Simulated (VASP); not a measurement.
Input of a VASP 6.6.1 run:

The input INCAR:

```
PREC = Accurate
ENCUT = 500
EDIFF = 1E-7
ISMEAR = 0
SIGMA = 0.1
LREAL = F
LASPH = T
NELM = 120
ALGO = Normal
ISIF = 3
LWAVE = F
LCHARG = F
GGA = CA
IBRION = 2
NSW = 100
EDIFFG = -0.002
GGA_COMPAT = F
NELMIN = 4
```

Contents of KPOINTS:

```
Automatic mesh
0
Gamma
  15 15 8
```

Contents of POSCAR:

```
V
1.0
    2.5342955481      0.0000000000      0.0000000000
   -1.2671477740      2.1947643253      0.0000000000
    0.0000000000      0.0000000000      4.6308216833
V
2
Direct
    0.3333333333      0.6666666667      0.2500000000
    0.6666666667      0.3333333333      0.7500000000
```

Potentials or basis: VASP PAW LDA potentials, release 64 (V_sv).

Command:

```console
$ cat potpaw_LDA.64/V_sv/POTCAR > POTCAR
$ mpirun -np 1 vasp_std > vasp.out
```

**Question.** Predict the band gap on the k mesh.

**Answer.** Zero (bands 13 and 14 overlap by 2.33 eV).

**Question.** What does it give for the relaxed cell?

**Answer.** a = 2.539 Å, b = 2.539 Å, c = 4.624 Å, α = 90.00°, β = 90.00°, γ = 120.00°.

**Question.** Estimate the space group after relaxing (to 0.1 Å).

**Answer.** P6_3/mmc (No. 194).

**Question.** Estimate the relaxed volume.

**Answer.** 12.91 Å³/atom.

Final structure:
```xyz
2
Lattice="2.5389 0.0000 0.0000 -1.2694 2.1987 0.0000 0.0000 0.0000 4.6241" Properties=species:S:1:pos:R:3 pbc="T T T"
V     0.0000    1.4658    1.1560
V     1.2694    0.7329    3.4680
```
